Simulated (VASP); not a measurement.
# AlInSb2 (P-4m2) in VASP: notebook

AlInSb2 is run at these levels: LDA; tasks: single point.

Program: VASP 6.6.1. These are calculated values, not measurements. Logs are shortened: lines on timing, memory, paths and dates and some standing lists are left out, and cuts for length are marked.

### Step 1. The cell of the first run

The structure is tetragonal, space group P-4m2 (No. 115). The conventional cell has a = 4.498 Å, b = 4.498 Å, c = 6.099 Å, α = 90.00°, β = 90.00°, γ = 90.00°. Al (site symmetry -4m2) has 4 Sb at 2.66 Å within 3.5 Å. Within 3.7 Å of In (site symmetry -4m2) lie 4 Sb at 2.77 Å. Within 3.5 Å of Sb (site symmetry 2mm) lie 2 Al at 2.66 Å and 2 In at 2.77 Å.

### Step 2. Single point, LDA

INCAR reads:

```
SYSTEM = AlInSb2
ALGO = Normal
EDIFF = 1E-6
ENCUT = 520
GGA = CA
ISIF = 2
ISMEAR = 0
LASPH = .True.
LCHARG = .True.
LELF = .True.
LREAL = .False.
LVHAR = .True.
LWAVE = .False.
NBANDS = 21
NELM = 100
PREC = Accurate
SIGMA = 0.05
```

KPOINTS reads:

```
k-points
0
Gamma
  8 8 6
  0 0 0
```

POSCAR reads:

```
AlInSb2
1.0
    4.4984374497      0.0000000000      0.0000000000
    0.0000000000      4.4984374497      0.0000000000
    0.0000000000      0.0000000000      6.0989814943
Al In Sb
1 1 2
Direct
    0.0000000000      0.0000000000      0.0000000000
    0.5000000000      0.5000000000      0.5000000000
    0.0000000000      0.5000000000      0.2339661693
    0.5000000000      0.0000000000      0.7660338307
```

Potentials or basis: VASP PAW LDA potentials, release 64 (Al, In_d, Sb).

On the command line:

```console
$ cat potpaw_LDA.64/Al/POTCAR potpaw_LDA.64/In_d/POTCAR potpaw_LDA.64/Sb/POTCAR > POTCAR
$ mpirun -np 1 vasp_std > vasp.out
```

OUTCAR:

```text
SYSTEM = AlInSb2
   EDIFF = 1E-6
   ENCUT = 520
   GGA = CA
   ISIF = 2
   ISMEAR = 0
   LASPH = .True.
   LREAL = .False.
   NELM = 100
   PREC = Accurate

 ion  position               nearest neighbor table
   1  0.000  0.000  0.000-   3 2.66   4 2.66   3 2.66   4 2.66
   2  0.500  0.500  0.500-   3 2.77   4 2.77   4 2.77   3 2.77
   3  0.000  0.500  0.234-   1 2.66   1 2.66   2 2.77   2 2.77
   4  0.500  0.000  0.766-   1 2.66   1 2.66   2 2.77   2 2.77

  LATTYP: Found a simple tetragonal cell.
 ALAT       =     4.4984374497
 C/A-ratio  =     1.3558000000

  Lattice vectors:

 A1 = (   4.4984374497,   0.0000000000,   0.0000000000)
 A2 = (   0.0000000000,   4.4984374497,   0.0000000000)
 A3 = (   0.0000000000,   0.0000000000,   6.0989814943)

Analysis of symmetry for initial positions (statically):
=====================================================================
 Subroutine PRICEL returns:
 Original cell was already a primitive cell.

 Routine SETGRP: Setting up the symmetry group for a
 simple tetragonal supercell.

 Subroutine GETGRP returns: Found  8 space group operations
 (whereof  8 operations were pure point group operations)
 out of a pool of 16 trial point group operations.

The static configuration has the point symmetry D_2d.

Analysis of symmetry for dynamics (positions and initial velocities):
=====================================================================
 Subroutine PRICEL returns:
 Original cell was already a primitive cell.

 Routine SETGRP: Setting up the symmetry group for a
 simple tetragonal supercell.

 Subroutine GETGRP returns: Found  8 space group operations
 (whereof  8 operations were pure point group operations)
 out of a pool of 16 trial point group operations.

The dynamic configuration has the point symmetry D_2d.

 Subroutine INISYM returns: Found  8 space group operations
 (whereof  8 operations are pure point group operations),
 and found     1 'primitive' translations

----------------------------------------------------------------------------------------

                                     Primitive cell

  volume of cell :     123.4186

  direct lattice vectors                    reciprocal lattice vectors
     4.498437450  0.000000000  0.000000000     0.222299412  0.000000000  0.000000000
     0.000000000  4.498437450  0.000000000     0.000000000  0.222299412  0.000000000
     0.000000000  0.000000000  6.098981494     0.000000000  0.000000000  0.163961803

  length of vectors
     4.498437450  4.498437450  6.098981494     0.222299412  0.222299412  0.163961803

  position of ions in fractional coordinates (direct lattice)
     0.000000000  0.000000000  0.000000000
     0.500000000  0.500000000  0.500000000
     0.000000000  0.500000000  0.233966169
     0.500000000  0.000000000  0.766033831

  ion indices of the primitive-cell ions
   primitive index   ion index
                 1           1
                 2           2
                 3           3
                 4           4

----------------------------------------------------------------------------------------

 KPOINTS: k-points

Automatic generation of k-mesh.
 Grid dimensions read from file:
 generate k-points for:    8    8    6

 Generating k-lattice:

  Cartesian coordinates                     Fractional coordinates (reciprocal lattice)
     0.027787427  0.000000000  0.000000000     0.125000000  0.000000000  0.000000000
     0.000000000  0.027787427  0.000000000     0.000000000  0.125000000  0.000000000
     0.000000000  0.000000000  0.027326967     0.000000000  0.000000000  0.166666667

  Length of vectors
     0.027787427  0.027787427  0.027326967

  Shift w.r.t. Gamma in fractional coordinates (k-lattice)
     0.000000000  0.000000000  0.000000000

 Subroutine IBZKPT returns following result:
 ===========================================

 Found     60 irreducible k-points:

 Following reciprocal coordinates:
            Coordinates               Weight
  0.000000  0.000000  0.000000      1.000000
  0.125000  0.000000  0.000000      4.000000
  0.250000  0.000000  0.000000      4.000000
  0.375000  0.000000  0.000000      4.000000
  0.500000  0.000000  0.000000      2.000000
  0.125000  0.125000  0.000000      4.000000
[... 16 lines left out ...]
  0.375000  0.125000  0.166667     16.000000
  0.500000  0.125000  0.166667      8.000000
 [... further k-points ...]
   k-points           NKPTS =     60   k-points in BZ     NKDIM =     60   number of bands    NBANDS=     21
   number of dos      NEDOS =    301   number of ions     NIONS =      4
   total plane-waves  NPLWV =  62208
   dimension x,y,z NGX =    36 NGY =   36 NGZ =   48
   dimension x,y,z NGXF=    72 NGYF=   72 NGZF=   96
   ions per type =               1   1   2
   NGX,Y,Z   is equivalent  to a cutoff of  13.30, 13.30, 13.08 a.u.
   NGXF,Y,Z  is equivalent  to a cutoff of  26.61, 26.61, 26.17 a.u.
 SYSTEM =  AlInSb2
   PREC   = accura    normal or accurate (medium, high low for compatibility)
   ISTART =      0    job   : 0-new  1-cont  2-samecut
   ICHARG =      2    charge: 1-file 2-atom 10-const
   ISPIN  =      1    spin polarized calculation?
   LNONCOLLINEAR =      F non collinear calculations
   LSORBIT =      F    spin-orbit coupling
   LASPH  =      T    aspherical Exc in radial PAW
   ENCUT  =  520.0 eV  38.22 Ry    6.18 a.u.   8.36  8.36 11.34*2*pi/ulx,y,z
   NELM   =    100;   NELMIN=  2; NELMDL= -5     # of ELM steps
   EDIFF  = 0.1E-05   stopping-criterion for ELM
   LREAL  =      F    real-space projection
   EDIFFG = 0.1E-04   stopping-criterion for IOM
   NSW    =      0    number of steps for IOM
   IBRION =     -1    ionic relax: 0-MD 1-quasi-New 2-CG
   NFREE  =      0    steps in history (QN), initial steepest desc. (CG)
   ISIF   =      2    stress and relaxation
   ISYM   =      2    0-nonsym 1-usesym 2-fastsym
   POTIM  = 0.5000    time-step for ionic-motion
   TEBEG  =    0.0;   TEEND  =   0.0 temperature during run
   PSTRESS=    0.0 pullay stress
   NELECT =      26.0000    total number of electrons
   NUPDOWN=      -1.0000    fix difference up-down
   EMIN   =  10.00;   EMAX   =-10.00  energy-range for DOS
   EFERMI =   0.00;   METHOD = LEGACY
   ISMEAR =     0;   SIGMA  =   0.05  broadening in eV -4-tet -1-fermi 0-gaus
   EFERMI_NEDOS =   21; number of points for ismear=-14 and -15
   IALGO  =     38    algorithm
   IMIX   =      4    mixing-type and parameters
     AMIX     =   0.40;   BMIX     =  1.00
     AMIX_MAG =   1.60;   BMIX_MAG =  1.00
  volume/ion in A,a.u.               =      30.85       208.22
  Fermi-wavevector in a.u.,A,eV,Ry     =   0.974105  1.840791 12.910300  0.948880
  Thomas-Fermi vector in A             =   2.104538
   LORBIT       =      0    0 simple, 1 ext, 2 COOP (PROOUT), +10 PAW based schemes
   GGA     = CA    functional components
   LHFCALC =     F    Hartree Fock is set to
   AEXX    =    0.0000 exact exchange contribution
   IVDW    =     0    specifies the selected vdW correction
   LEPSILON=     F    determine dielectric tensor
   LRPA    =     F    only Hartree local field effects (RPA)
 non-spin polarized calculation
 Gauss-broadening in eV      SIGMA  =   0.05
  energy-cutoff  :      520.00
  volume of cell :      123.42
 maximum number of plane-waves:      3347
 NGX is ok and might be reduce to    36

 number of electron      26.0000011 magnetization

 Free energy of the ion-electron system (eV)
  ---------------------------------------------------
  ext. energy  EPLUGINS =         0.00000000
  ---------------------------------------------------
  free energy    TOTEN  =       -17.45930745 eV

  energy without entropy =      -17.45930745  energy(sigma->0) =      -17.45930745

 E-fermi :   5.1890     XC(G=0):  -9.0259

 val. band max:        4.9315505447   @ k =   0.0000   0.0000   0.0000
 cond. band min:       5.5759892342   @ k =   0.0000   0.0000   0.0000
 fundamental gap:      0.6444386895
 Fermi energy:         5.1890330488

 k-point     1 :       0.0000    0.0000    0.0000
  band No.  band energies     occupation
      1      -9.5376      2.00000
      2      -9.4672      2.00000
      3      -9.4672      2.00000
      4      -9.4075      2.00000
      5      -9.3885      2.00000
      6      -5.9043      2.00000
[... 13 lines left out ...]
     20      10.8943      0.00000
     21      12.3727      0.00000

 k-point     2 :       0.1250    0.0000    0.0000
  band No.  band energies     occupation
      1      -9.5341      2.00000
      2      -9.4721      2.00000
      3      -9.4669      2.00000
      4      -9.4062      2.00000
      5      -9.3899      2.00000
      6      -5.8083      2.00000
[... 13 lines left out ...]
     20      11.4335      0.00000
     21      11.6734      0.00000

 k-point     3 :       0.2500    0.0000    0.0000
  band No.  band energies     occupation
      1      -9.5268      2.00000
      2      -9.4830      2.00000
      3      -9.4661      2.00000
      4      -9.4029      2.00000
      5      -9.3932      2.00000
      6      -5.5298      2.00000
[... 13 lines left out ...]
     20      10.9777      0.00000
     21      11.5485      0.00000
[... 457 lines left out ...]
 k-point    23 :       0.3750    0.1250    0.1667
  band No.  band energies     occupation
      1      -9.5220      2.00000
      2      -9.4934      2.00000
      3      -9.4635      2.00000
      4      -9.3985      2.00000
      5      -9.3982      2.00000
      6      -4.9490      2.00000
[... 13 lines left out ...]
     20      10.3642      0.00000
     21      11.0116      0.00000

 k-point    24 :       0.5000    0.1250    0.1667
  band No.  band energies     occupation
      1      -9.5223      2.00000
      2      -9.4951      2.00000
      3      -9.4624      2.00000
      4      -9.3996      2.00000
      5      -9.3969      2.00000
      6      -4.5390      2.00000
[... 13 lines left out ...]
     20      10.5707      0.00000
     21      10.6028      0.00000

 [... further k-points ...]

------------------------ aborting loop because EDIFF is reached ----------------------------------------

  FORCE on cell =-STRESS in cart. coord.  units (eV):
  Direction    XX          YY          ZZ          XY          YZ          ZX
  --------------------------------------------------------------------------------------
  -------------------------------------------------------------------------------------
  Total       -0.2004853     -0.2004853      0.7891650      0.0000000      0.0000000      0.0000000
  in kB       -2.6026295     -2.6026295     10.2446642      0.0000000      0.0000000      0.0000000
  external PRESSURE =       1.6798018 kB  Pullay stress =       0.0000000 kB

 VOLUME and BASIS-vectors are now :
 -----------------------------------------------------------------------------
  energy-cutoff  :      520.00
  volume of cell :      123.42
      direct lattice vectors                 reciprocal lattice vectors
     4.498437450  0.000000000  0.000000000     0.222299412  0.000000000  0.000000000
     0.000000000  4.498437450  0.000000000     0.000000000  0.222299412  0.000000000
     0.000000000  0.000000000  6.098981494     0.000000000  0.000000000  0.163961803

 POSITION                                       TOTAL-FORCE (eV/Angst)
 -----------------------------------------------------------------------------------
      0.00000      0.00000      0.00000        -0.000000     -0.000000      0.000000
      2.24922      2.24922      3.04949         0.000000      0.000000      0.000000
      0.00000      2.24922      1.42696         0.000000     -0.000000     -0.023628
      2.24922      0.00000      4.67203         0.000000     -0.000000      0.023628
 -----------------------------------------------------------------------------------
    total drift:                                0.000000      0.000000      0.000000

  FREE ENERGIE OF THE ION-ELECTRON SYSTEM (eV)
  ---------------------------------------------------
  free  energy   TOTEN  =       -17.4593074468 eV

  energy  without entropy=      -17.4593074468  energy(sigma->0) =      -17.45930745
```

Run time: 3 min. Hardware: 1 thread of Intel Xeon 8259CL, shared host; peak memory 0.31 GiB.

Results:

* Free energy: -17.4593 eV
* Pressure: 0.2 GPa
* Largest force: 0.024 eV/Å
* Band gap on the k mesh: 0.64 eV

Forces on the atoms (eV/Å):
```
Al   0.000  0.000  0.000
In   0.000  0.000  0.000
Sb   0.000  0.000 -0.024
Sb   0.000  0.000  0.024
```

Caveat: spin-orbit coupling is left out, which moves the levels of the heavy elements.

### Step 3. Single point, LDA

This run uses another cell than the first one, of the same volume but with other edges.

INCAR reads:

```
SYSTEM = AlInSb2
  PREC = Accurate
  ENCUT = 520
  EDIFF = 1E-6
  ISMEAR = 0
  SIGMA = 0.05
  LREAL = .FALSE.
  LASPH = .TRUE.
  NELM = 100
  ALGO = Normal
  ISIF = 2
  LWAVE = .FALSE.
  LCHARG = .TRUE.
  LELF = .TRUE.
  LVHAR = .TRUE.
  NBANDS = 21
```

KPOINTS reads:

```
regular mesh
0
G
  8 8 6
  0 0 0
```

POSCAR reads:

```
AlInSb2
1.0
    4.5626022301      0.0000000000      0.0000000000
    0.0000000000      4.5626022301      0.0000000000
    0.0000000000      0.0000000000      5.9286453378
Al In Sb
1 1 2
Direct
    0.0000000000      0.0000000000      0.0000000000
    0.5000000000      0.5000000000      0.5000000000
    0.0000000000      0.5000000000      0.2140216278
    0.5000000000      0.0000000000      0.7859783722
```

Potentials or basis: VASP PAW LDA potentials, release 64 (Al, In_d, Sb).

On the command line:

```console
$ cat potpaw_LDA.64/Al/POTCAR potpaw_LDA.64/In_d/POTCAR potpaw_LDA.64/Sb/POTCAR > POTCAR
$ mpirun -np 1 vasp_std > vasp.out
```

OUTCAR:

```text
SYSTEM = AlInSb2
   PREC = Accurate
   ENCUT = 520
   EDIFF = 1E-6
   ISMEAR = 0
   LREAL = .FALSE.
   LASPH = .TRUE.
   NELM = 100
   ISIF = 2

 ion  position               nearest neighbor table
   1  0.000  0.000  0.000-   3 2.61   4 2.61   3 2.61   4 2.61
   2  0.500  0.500  0.500-   3 2.84   4 2.84   4 2.84   3 2.84
   3  0.000  0.500  0.214-   1 2.61   1 2.61   2 2.84   2 2.84
   4  0.500  0.000  0.786-   1 2.61   1 2.61   2 2.84   2 2.84

  LATTYP: Found a simple tetragonal cell.
 ALAT       =     4.5626022301
 C/A-ratio  =     1.2994000000

  Lattice vectors:

 A1 = (   4.5626022301,   0.0000000000,   0.0000000000)
 A2 = (   0.0000000000,   4.5626022301,   0.0000000000)
 A3 = (   0.0000000000,   0.0000000000,   5.9286453378)

Analysis of symmetry for initial positions (statically):
=====================================================================
 Subroutine PRICEL returns:
 Original cell was already a primitive cell.

 Routine SETGRP: Setting up the symmetry group for a
 simple tetragonal supercell.

 Subroutine GETGRP returns: Found  8 space group operations
 (whereof  8 operations were pure point group operations)
 out of a pool of 16 trial point group operations.

[... 168 lines left out ...]

 val. band max:        4.9184376202   @ k =   0.0000   0.0000   0.0000
 cond. band min:       5.5173529036   @ k =   0.0000   0.0000   0.0000
 fundamental gap:      0.5989152834
 Fermi energy:         5.1782062194

 k-point     1 :       0.0000    0.0000    0.0000
  band No.  band energies     occupation
      1      -9.4197      2.00000
      2      -9.3681      2.00000
      3      -9.3681      2.00000
      4      -9.3200      2.00000
      5      -9.3047      2.00000
      6      -5.9355      2.00000
[... 565 lines left out ...]
     20      10.6939      0.00000
     21      10.7071      0.00000

 [... further k-points ...]

------------------------ aborting loop because EDIFF is reached ----------------------------------------

  FORCE on cell =-STRESS in cart. coord.  units (eV):
  Direction    XX          YY          ZZ          XY          YZ          ZX
  --------------------------------------------------------------------------------------
  -------------------------------------------------------------------------------------
  Total       -0.2807162     -0.2807162      0.6669649      0.0000000      0.0000000      0.0000000
  in kB       -3.6441591     -3.6441591      8.6583049      0.0000000      0.0000000      0.0000000
  external PRESSURE =       0.4566622 kB  Pullay stress =       0.0000000 kB

 VOLUME and BASIS-vectors are now :
 -----------------------------------------------------------------------------
  energy-cutoff  :      520.00
  volume of cell :      123.42
      direct lattice vectors                 reciprocal lattice vectors
     4.562602230  0.000000000  0.000000000     0.219173171  0.000000000  0.000000000
     0.000000000  4.562602230  0.000000000     0.000000000  0.219173171  0.000000000
     0.000000000  0.000000000  5.928645338     0.000000000  0.000000000  0.168672596

 POSITION                                       TOTAL-FORCE (eV/Angst)
 -----------------------------------------------------------------------------------
      0.00000      0.00000      0.00000        -0.000000      0.000000      0.000000
      2.28130      2.28130      2.96432        -0.000000     -0.000000      0.000000
      0.00000      2.28130      1.26886        -0.000000      0.000000      0.956914
      2.28130      0.00000      4.65979         0.000000      0.000000     -0.956914
 -----------------------------------------------------------------------------------
    total drift:                                0.000000      0.000000      0.000000

  FREE ENERGIE OF THE ION-ELECTRON SYSTEM (eV)
  ---------------------------------------------------
  free  energy   TOTEN  =       -17.3121815833 eV

  energy  without entropy=      -17.3121815833  energy(sigma->0) =      -17.31218158
```

OSZICAR:

```text
N       E                     dE             d eps       ncg     rms          rms(c)
DAV:   1     0.168911473531E+03    0.16891E+03   -0.10154E+04  2520   0.110E+03
DAV:   2    -0.273919453441E+01   -0.17165E+03   -0.16554E+03  2724   0.269E+02
DAV:   3    -0.171774744427E+02   -0.14438E+02   -0.14219E+02  3233   0.838E+01
DAV:   4    -0.176333790815E+02   -0.45590E+00   -0.45542E+00  3024   0.167E+01
DAV:   5    -0.176540701614E+02   -0.20691E-01   -0.20690E-01  3741   0.358E+00    0.563E+00
DAV:   6    -0.173874906724E+02    0.26658E+00   -0.32906E-01  3574   0.624E+00    0.329E+00
DAV:   7    -0.173150746764E+02    0.72416E-01   -0.21099E-01  3057   0.275E+00    0.716E-01
DAV:   8    -0.173120645368E+02    0.30101E-02   -0.17577E-02  3385   0.127E+00    0.576E-01
DAV:   9    -0.173121626943E+02   -0.98157E-04   -0.16321E-03  3010   0.280E-01    0.115E-01
DAV:  10    -0.173121743506E+02   -0.11656E-04   -0.11634E-04  3778   0.107E-01    0.533E-02
DAV:  11    -0.173121812032E+02   -0.68526E-05   -0.13334E-05  2967   0.292E-02    0.102E-02
DAV:  12    -0.173121815833E+02   -0.38005E-06   -0.23516E-06  2586   0.109E-02
   1 F= -.17312182E+02 E0= -.17312182E+02  d E =-.278397E-15
```

Run time: 3 min. Hardware: 1 thread of Intel Xeon 8259CL, shared host; peak memory 0.31 GiB.

What came out:

```yaml
Free_energy: -17.3122 eV
Pressure: 0.0 GPa
Largest_force: 0.957 eV/Å
Band_gap_on_the_k_mesh: 0.60 eV
```

Forces on the atoms (eV/Å):
```
Al   0.000  0.000  0.000
In   0.000  0.000  0.000
Sb   0.000  0.000  0.957
Sb   0.000  0.000 -0.957
```

Levels at points of the mesh, in eV from the valence-band top:
```tsv
k point	band 10	band 11	band 12	band 13	band 14	band 15	band 16	band 17
(0.00, 0.00, 0.00)	-2.71	-0.37	0.00	0.00	0.60	0.87	1.57	3.08
(0.50, 0.00, 0.00)	-2.85	-2.25	-1.81	-0.96	1.42	2.50	4.08	4.54
(0.50, 0.50, 0.00)	-2.19	-2.03	-2.03	-1.77	0.67	1.37	1.37	2.39
(0.00, 0.00, 0.50)	-2.21	-2.21	-1.13	-1.13	0.96	1.22	2.74	3.45
(0.50, 0.00, 0.50)	-1.76	-0.79	-0.73	-0.60	0.63	0.91	3.29	3.77
(0.50, 0.50, 0.50)	-3.24	-2.79	-2.76	-2.76	4.10	4.56	4.56	5.02
```

Caveat: spin-orbit coupling is left out, which moves the levels of the heavy elements.
